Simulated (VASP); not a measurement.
The system is Si.

```
CELL_PARAMETERS angstrom
3.83132 0.00000 0.00000
-1.91566 3.31802 0.00000
0.00000 0.00000 6.33262
ATOMIC_POSITIONS crystal
Si 0.66667 0.33333 0.93699
Si 0.33333 0.66667 0.43699
Si 0.66667 0.33333 0.56301
Si 0.33333 0.66667 0.06301
```

* Program: VASP 6.6.1
* Task: relaxation of cell and atoms
* Functional: revPBE
* Potentials or basis: VASP PAW PBE potentials, release 64 (Si)
* Cutoff: 600 eV
* k mesh: 8 × 8 × 4
* Occupations: fermi-dirac, width 0.05 eV
* Spin: no spin polarisation

At the start: pressure 2.4 GPa; volume 20.13 Å³/atom.

Problem. How do energy, volume and symmetry change on relaxing?

Solution. Over 5 steps the energy falls by 4.0 meV/atom and the volume is 20.66 Å³/atom (+2.7 %); space group P6_3/mmc (No. 194, to 0.05 Å).

Step by step:
```
step  energy change (eV)  largest force (eV/Å)  pressure (GPa)  volume (Å³)
   1              0.0000                0.0067            2.43        80.50
   2             -0.0093                0.0187           -1.44        84.10
   3             -0.0159                0.0142            0.01        82.66
   4             -0.0159                0.0143           -0.04        82.70
   5             -0.0160                0.0017            0.02        82.65
```

Final structure:
```xyz
4
Lattice="3.8659 0.0000 0.0000 -1.9329 3.3479 0.0000 0.0000 0.0000 6.3857" Properties=species:S:1:pos:R:3 pbc="T T T"
Si    1.9329    1.1160    5.9842
Si    0.0000    2.2319    2.7913
Si    1.9329    1.1160    3.5944
Si    0.0000    2.2319    0.4015
```

Caveat: the PAW data sets were made with another functional, which shifts forces and pressure a little.
